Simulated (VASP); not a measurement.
# Ga (Fd-3m) in VASP: notebook

Ga is run at these levels: PBEsol; tasks: single point.

All numbers are computed with VASP 6.6.1; they aren't measurements. Logs are shortened: lines on timing, memory, paths and dates and some standing lists are left out, and cuts for length are marked.

## (1) The cell of the first run

Symmetry: Fd-3m, No. 227, cubic system. Conventional cell: a = 5.907 Å, b = 5.907 Å, c = 5.907 Å, α = 90.00°, β = 90.00°, γ = 90.00°. Within 3.4 Å of Ga (site symmetry -43m) lie 4 Ga at 2.56 Å.

## (2) Single point, PBEsol (volume scaled by 1.08)

Input file INCAR:

```
  PREC = Accurate
  ENCUT = 520
  EDIFF = 1E-6
  ISMEAR = -1
  SIGMA = 0.1
  LREAL = F
  LASPH = T
  NELM = 80
  ALGO = Normal
  ISIF = 2
  LWAVE = F
  LCHARG = F
  GGA = PS
  NBANDS = 20
```

Input file KPOINTS:

```
Automatic mesh
0
Gamma
  11 11 11
```

Input file POSCAR:

```
Ga
1.0
    0.0000000000      2.9535433737      2.9535433737
    2.9535433737      0.0000000000      2.9535433737
    2.9535433737      2.9535433737      0.0000000000
Ga
2
Direct
    0.1250000000      0.1250000000      0.1250000000
    0.8750000000      0.8750000000      0.8750000000
```

Potentials or basis: VASP PAW PBE potentials, release 64 (Ga_d).

Started as:

```
> cat potpaw_PBE.64/Ga_d/POTCAR > POTCAR
> mpirun -np 1 vasp_std > vasp.out
```

OUTCAR:

```text
PREC = Accurate
   ENCUT = 520
   EDIFF = 1E-6
   ISMEAR = -1
   LREAL = F
   LASPH = T
   NELM = 80
   ISIF = 2
   GGA = PS

 ion  position               nearest neighbor table
   1  0.125  0.125  0.125-   2 2.56   2 2.56   2 2.56   2 2.56
   2  0.875  0.875  0.875-   1 2.56   1 2.56   1 2.56   1 2.56

  LATTYP: Found a face centered cubic cell.
 ALAT       =     5.9070867474

  Lattice vectors:

 A1 = (   0.0000000000,   2.9535433737,   2.9535433737)
 A2 = (   2.9535433737,   0.0000000000,   2.9535433737)
 A3 = (   2.9535433737,   2.9535433737,   0.0000000000)

Analysis of symmetry for initial positions (statically):
=====================================================================
 Subroutine PRICEL returns:
 Original cell was already a primitive cell.

 Routine SETGRP: Setting up the symmetry group for a
 face centered cubic supercell.

 Subroutine GETGRP returns: Found 48 space group operations
 (whereof 12 operations were pure point group operations)
 out of a pool of 48 trial point group operations.

The static configuration has the point symmetry D_3d.
 The point group associated with its full space group is O_h .

Analysis of symmetry for dynamics (positions and initial velocities):
=====================================================================
 Subroutine PRICEL returns:
 Original cell was already a primitive cell.

 Routine SETGRP: Setting up the symmetry group for a
 face centered cubic supercell.

 Subroutine GETGRP returns: Found 48 space group operations
 (whereof 12 operations were pure point group operations)
 out of a pool of 48 trial point group operations.

The dynamic configuration has the point symmetry D_3d.
 The point group associated with its full space group is O_h .

 Subroutine INISYM returns: Found 48 space group operations
 (whereof 12 operations are pure point group operations),
 and found     1 'primitive' translations

----------------------------------------------------------------------------------------

                                     Primitive cell

  volume of cell :      51.5300

  direct lattice vectors                    reciprocal lattice vectors
     0.000000000  2.953543374  2.953543374    -0.169288186  0.169288186  0.169288186
     2.953543374  0.000000000  2.953543374     0.169288186 -0.169288186  0.169288186
     2.953543374  2.953543374  0.000000000     0.169288186  0.169288186 -0.169288186

  length of vectors
     4.176941096  4.176941096  4.176941096     0.293215739  0.293215739  0.293215739

  position of ions in fractional coordinates (direct lattice)
     0.125000000  0.125000000  0.125000000
     0.875000000  0.875000000  0.875000000

  ion indices of the primitive-cell ions
   primitive index   ion index
                 1           1
                 2           2

----------------------------------------------------------------------------------------

 KPOINTS: Automatic mesh

Automatic generation of k-mesh.
 Grid dimensions read from file:
 generate k-points for:   11   11   11

 Generating k-lattice:

  Cartesian coordinates                     Fractional coordinates (reciprocal lattice)
    -0.015389835  0.015389835  0.015389835     0.090909091  0.000000000  0.000000000
     0.015389835 -0.015389835  0.015389835     0.000000000  0.090909091  0.000000000
     0.015389835  0.015389835 -0.015389835     0.000000000  0.000000000  0.090909091

  Length of vectors
     0.026655976  0.026655976  0.026655976

  Shift w.r.t. Gamma in fractional coordinates (k-lattice)
     0.000000000  0.000000000  0.000000000

 Subroutine IBZKPT returns following result:
 ===========================================

 Found     56 irreducible k-points:

 Following reciprocal coordinates:
            Coordinates               Weight
  0.000000  0.000000  0.000000      1.000000
  0.090909  0.000000  0.000000      8.000000
  0.181818  0.000000  0.000000      8.000000
  0.272727  0.000000  0.000000      8.000000
  0.363636  0.000000  0.000000      8.000000
  0.454545  0.000000  0.000000      8.000000
[... 16 lines left out ...]
 -0.272727  0.181818  0.000000     24.000000
 -0.181818  0.181818  0.000000     12.000000
 [... further k-points ...]
   k-points           NKPTS =     56   k-points in BZ     NKDIM =     56   number of bands    NBANDS=     20
   number of dos      NEDOS =    301   number of ions     NIONS =      2
   total plane-waves  NPLWV =  32768
   dimension x,y,z NGX =    32 NGY =   32 NGZ =   32
   dimension x,y,z NGXF=    64 NGYF=   64 NGZF=   64
   ions per type =               2
   NGX,Y,Z   is equivalent  to a cutoff of  12.74, 12.74, 12.74 a.u.
   NGXF,Y,Z  is equivalent  to a cutoff of  25.47, 25.47, 25.47 a.u.
 SYSTEM =  unknown system
   PREC   = accura    normal or accurate (medium, high low for compatibility)
   ISTART =      0    job   : 0-new  1-cont  2-samecut
   ICHARG =      2    charge: 1-file 2-atom 10-const
   ISPIN  =      1    spin polarized calculation?
   LNONCOLLINEAR =      F non collinear calculations
   LSORBIT =      F    spin-orbit coupling
   LASPH  =      T    aspherical Exc in radial PAW
   ENCUT  =  520.0 eV  38.22 Ry    6.18 a.u.   7.77  7.77  7.77*2*pi/ulx,y,z
   NELM   =     80;   NELMIN=  2; NELMDL= -5     # of ELM steps
   EDIFF  = 0.1E-05   stopping-criterion for ELM
   LREAL  =      F    real-space projection
   EDIFFG = 0.1E-04   stopping-criterion for IOM
   NSW    =      0    number of steps for IOM
   IBRION =     -1    ionic relax: 0-MD 1-quasi-New 2-CG
   NFREE  =      0    steps in history (QN), initial steepest desc. (CG)
   ISIF   =      2    stress and relaxation
   ISYM   =      2    0-nonsym 1-usesym 2-fastsym
   POTIM  = 0.5000    time-step for ionic-motion
   TEBEG  =    0.0;   TEEND  =   0.0 temperature during run
   PSTRESS=    0.0 pullay stress
   NELECT =      26.0000    total number of electrons
   NUPDOWN=      -1.0000    fix difference up-down
   EMIN   =  10.00;   EMAX   =-10.00  energy-range for DOS
   EFERMI =   0.00;   METHOD = LEGACY
   ISMEAR =    -1;   SIGMA  =   0.10  broadening in eV -4-tet -1-fermi 0-gaus
   EFERMI_NEDOS =   21; number of points for ismear=-14 and -15
   IALGO  =     38    algorithm
   IMIX   =      4    mixing-type and parameters
     AMIX     =   0.40;   BMIX     =  1.00
     AMIX_MAG =   1.60;   BMIX_MAG =  1.00
  volume/ion in A,a.u.               =      25.76       173.87
  Fermi-wavevector in a.u.,A,eV,Ry     =   1.303305  2.462889 23.110895  1.698603
  Thomas-Fermi vector in A             =   2.434315
   LORBIT       =      0    0 simple, 1 ext, 2 COOP (PROOUT), +10 PAW based schemes
   GGA     = PS    functional components
   LHFCALC =     F    Hartree Fock is set to
   AEXX    =    0.0000 exact exchange contribution
   IVDW    =     0    specifies the selected vdW correction
   LEPSILON=     F    determine dielectric tensor
   LRPA    =     F    only Hartree local field effects (RPA)
 non-spin polarized calculation
  energy-cutoff  :      520.00
  volume of cell :       51.53
 maximum number of plane-waves:      1411
   NGX = 15   NGY = 15   NGZ = 15

 number of electron      26.0000020 magnetization

 Free energy of the ion-electron system (eV)
  ---------------------------------------------------
  ext. energy  EPLUGINS =         0.00000000
  ---------------------------------------------------
  free energy    TOTEN  =        -6.01642421 eV

  energy without entropy =       -5.97311401  energy(sigma->0) =       -5.99476911

 E-fermi :   2.3329     XC(G=0):  -9.4031

 val. band max:        2.3116018030   @ k =   0.1818   0.0909   0.0000
 cond. band min:       2.3737425880   @ k =  -0.2727   0.3636   0.0909
 fundamental gap:      0.0621407850
 Fermi energy:         2.3329393027

 k-point     1 :       0.0000    0.0000    0.0000
  band No.  band energies     occupation
      1     -12.3680      2.00000
      2     -12.3680      2.00000
      3     -12.3680      2.00000
      4     -12.3272      2.00000
      5     -12.3272      2.00000
      6     -12.0317      2.00000
[... 12 lines left out ...]
     19       9.8007      0.00000
     20      13.2952      0.00000

 k-point     2 :       0.0909    0.0000    0.0000
  band No.  band energies     occupation
      1     -12.3762      2.00000
      2     -12.3762      2.00000
      3     -12.3665      2.00000
      4     -12.3157      2.00000
      5     -12.3157      2.00000
      6     -12.0371      2.00000
[... 12 lines left out ...]
     19      10.4014      0.00000
     20      12.4548      0.00000

 k-point     3 :       0.1818    0.0000    0.0000
  band No.  band energies     occupation
      1     -12.3880      2.00000
      2     -12.3880      2.00000
      3     -12.3624      2.00000
      4     -12.2960      2.00000
      5     -12.2960      2.00000
      6     -12.0475      2.00000
[... 12 lines left out ...]
     19      11.3365      0.00000
     20      11.9044      0.00000

 k-point     4 :       0.2727    0.0000    0.0000
  band No.  band energies     occupation
      1     -12.3952      2.00000
      2     -12.3952      2.00000
      3     -12.3571      2.00000
      4     -12.2801      2.00000
      5     -12.2801      2.00000
      6     -12.0553      2.00000
[... 12 lines left out ...]
     19      11.1350      0.00000
     20      12.0928      0.00000

 k-point     5 :       0.3636    0.0000    0.0000
  band No.  band energies     occupation
      1     -12.3977      2.00000
      2     -12.3977      2.00000
      3     -12.3523      2.00000
      4     -12.2718      2.00000
      5     -12.2718      2.00000
      6     -12.0633      2.00000
[... 12 lines left out ...]
     19      12.1059      0.00000
     20      13.0277      0.00000
[... 353 lines left out ...]
      6     -12.1293      2.00000
[... 12 lines left out ...]
     19      12.6784      0.00000
     20      14.0466      0.00000

 k-point    22 :      -0.3636    0.1818    0.0000
  band No.  band energies     occupation
      1     -12.4231      2.00000
      2     -12.4106      2.00000
      3     -12.3164      2.00000
      4     -12.2559      2.00000
      5     -12.2274      2.00000
      6     -12.1079      2.00000
[... 12 lines left out ...]
     19      12.4661      0.00000
     20      12.4821      0.00000

 k-point    23 :      -0.2727    0.1818    0.0000
  band No.  band energies     occupation
      1     -12.4134      2.00000
      2     -12.4126      2.00000
      3     -12.3242      2.00000
      4     -12.2733      2.00000
      5     -12.2314      2.00000
      6     -12.1024      2.00000
[... 12 lines left out ...]
     19      11.3607      0.00000
     20      13.1139      0.00000

 k-point    24 :      -0.1818    0.1818    0.0000
  band No.  band energies     occupation
      1     -12.4094      2.00000
      2     -12.3993      2.00000
      3     -12.3430      2.00000
      4     -12.2845      2.00000
      5     -12.2497      2.00000
      6     -12.0909      2.00000
[... 12 lines left out ...]
     19      10.9559      0.00000
     20      13.1094      0.00000

 [... further k-points ...]
[... 5 lines left out ...]
  --------------------------------------------------------------------------------------
  -------------------------------------------------------------------------------------
  Total       -0.8687759     -0.8687759     -0.8687759      0.0000000      0.0000000      0.0000000
  in kB      -27.0120951    -27.0120951    -27.0120951      0.0000000      0.0000000      0.0000000
  external PRESSURE =     -27.0120951 kB  Pullay stress =       0.0000000 kB

 VOLUME and BASIS-vectors are now :
 -----------------------------------------------------------------------------
  energy-cutoff  :      520.00
  volume of cell :       51.53
      direct lattice vectors                 reciprocal lattice vectors
     0.000000000  2.953543374  2.953543374    -0.169288186  0.169288186  0.169288186
     2.953543374  0.000000000  2.953543374     0.169288186 -0.169288186  0.169288186
     2.953543374  2.953543374  0.000000000     0.169288186  0.169288186 -0.169288186

 POSITION                                       TOTAL-FORCE (eV/Angst)
 -----------------------------------------------------------------------------------
      0.73839      0.73839      0.73839        -0.000000     -0.000000     -0.000000
      5.16870      5.16870      5.16870         0.000000      0.000000      0.000000
 -----------------------------------------------------------------------------------
    total drift:                                0.000000      0.000000     -0.000000

  FREE ENERGIE OF THE ION-ELECTRON SYSTEM (eV)
  ---------------------------------------------------
  free  energy   TOTEN  =        -6.0164242089 eV

  energy  without entropy=       -5.9731140111  energy(sigma->0) =       -5.99476911
```

Run time: 14 s. Hardware: 1 thread of Intel Xeon 6975P-C (Granite Rapids), shared host; peak memory 0.19 GiB.

What came out:

- Free energy: -6.0164 eV
- Pressure: -2.7 GPa
- Band gap on the k mesh: zero (band 13 reaches 5.03 eV, above the bottom of band 14 at 1.31 eV)

Caveat: the cell differs from its parent crystal (volume scaled by 1.08); the PAW data sets were made with another functional, which shifts forces and pressure a little.

## (3) Single point, PBEsol (volume scaled by 1.12)

Input file INCAR:

```
PREC     = Accurate       # precision mode
ENCUT    = 520            # plane-wave cutoff, eV
EDIFF    = 1E-6           # SCF threshold, eV
ISMEAR   = -1             # smearing method
SIGMA    = 0.1            # smearing width, eV
LREAL    = F              # projectors in reciprocal space
LASPH    = T              # aspherical terms in the spheres
NELM     = 100            # most SCF steps
ALGO     = Normal         # electronic algorithm
ISIF     = 2              # what is computed and relaxed
LWAVE    = F              # write WAVECAR
LCHARG   = F              # write CHGCAR
GGA      = PS             # functional
NBANDS   = 20             # bands
```

KPOINTS is that of step 2.

Input file POSCAR:

```
Ga
1.0
    0.0000000000      2.9895657455      2.9895657455
    2.9895657455      0.0000000000      2.9895657455
    2.9895657455      2.9895657455      0.0000000000
Ga
2
Direct
    0.1250000000      0.1250000000      0.1250000000
    0.8750000000      0.8750000000      0.8750000000
```

Potentials or basis: VASP PAW PBE potentials, release 64 (Ga_d).

Started as:

```
> cat potpaw_PBE.64/Ga_d/POTCAR > POTCAR
> mpirun -np 1 vasp_std > vasp.out
```

Wall time 14 s (1 thread of Intel Xeon 6975P-C (Granite Rapids), shared host); peak memory 0.19 GiB.

The run converged. Its results:

| Quantity | Value |
| --- | --- |
| Free energy | -5.9782 eV |
| Pressure | -3.6 GPa |
| Band gap on the k mesh | zero (band 13 reaches 4.72 eV, above the bottom of band 14 at 1.14 eV) |

Levels at points of the mesh, in eV from the Fermi level:
```csv
k point,band 11,band 12,band 13,band 14,band 15,band 16
"(0.00, 0.00, 0.00)",-9.07,2.60,2.60,2.60,2.86,4.62
```

Caveat: the cell differs from its parent crystal (volume scaled by 1.12); the PAW data sets were made with another functional, which shifts forces and pressure a little.

## (4) Single point, PBEsol

This run uses another cell than the first one, of 23.86 Å³/atom, 0.926 times its volume.

Input file INCAR:

```
PREC = Accurate
ENCUT = 520
EDIFF = 1E-6
ISMEAR = -1
SIGMA = 0.1
LREAL = False
LASPH = True
NELM = 60
ALGO = Normal
ISIF = 2
LWAVE = False
LCHARG = False
GGA = PS
NBANDS = 20
```

Input file KPOINTS:

```
Automatic mesh
0
Gamma
  16 16 16
```

Input file POSCAR:

```
Ga
1.0
    0.0000000000      2.8787377384      2.8787377384
    2.8787377384      0.0000000000      2.8787377384
    2.8787377384      2.8787377384      0.0000000000
Ga
2
Direct
    0.1250000000      0.1250000000      0.1250000000
    0.8750000000      0.8750000000      0.8750000000
```

Started as:

```
> cat potpaw_PBE.64/Ga_d/POTCAR > POTCAR
> mpirun -np 1 vasp_std > vasp.out
```

Run time: 40 s. Hardware: 1 thread of Intel Xeon 6975P-C (Granite Rapids), shared host; peak memory 0.24 GiB.

Results (log left out):

```yaml
Free_energy: -6.0500 eV
Pressure: 0.1 GPa
Band_gap_on_the_k_mesh: zero (band 13 reaches 5.74 eV, above the bottom of band 14 at 1.26 eV)
```

Levels at points of the mesh, in eV from the Fermi level:
| k point | band 11 | band 12 | band 13 | band 14 | band 15 | band 16 |
| --- | --- | --- | --- | --- | --- | --- |
| (0.00, 0.00, 0.00) | -9.64 | 2.92 | 2.92 | 2.92 | 4.04 | 4.96 |
| (0.50, 0.00, 0.00) | -7.32 | -4.78 | 1.36 | 1.36 | 3.21 | 5.91 |
| (0.50, 0.50, 0.00) | -5.58 | -5.58 | -0.53 | -0.53 | 2.82 | 2.82 |

Caveat: the PAW data sets were made with another functional, which shifts forces and pressure a little.

## (5) The runs side by side

```csv
cell,k mesh,gap on the mesh (eV),pressure (GPa)
"a = 4.177 Å, angles 60.0°, 2 atoms",11 × 11 × 11,none,-2.7
"a = 4.228 Å, angles 60.0°, 2 atoms",11 × 11 × 11,none,-3.6
"a = 4.071 Å, angles 60.0°, 2 atoms",16 × 16 × 16,none,0.1
```

Alike in all rows: task single point; level PBEsol; potentials or basis VASP PAW PBE potentials, release 64 (Ga_d); no spin polarisation; cutoff (eV) 520; smearing fermi-dirac 0.1 eV.

Caveats: the PAW data sets were made with another functional, which shifts forces and pressure a little.

Absolute energies hang on the potentials; compare differences alone.
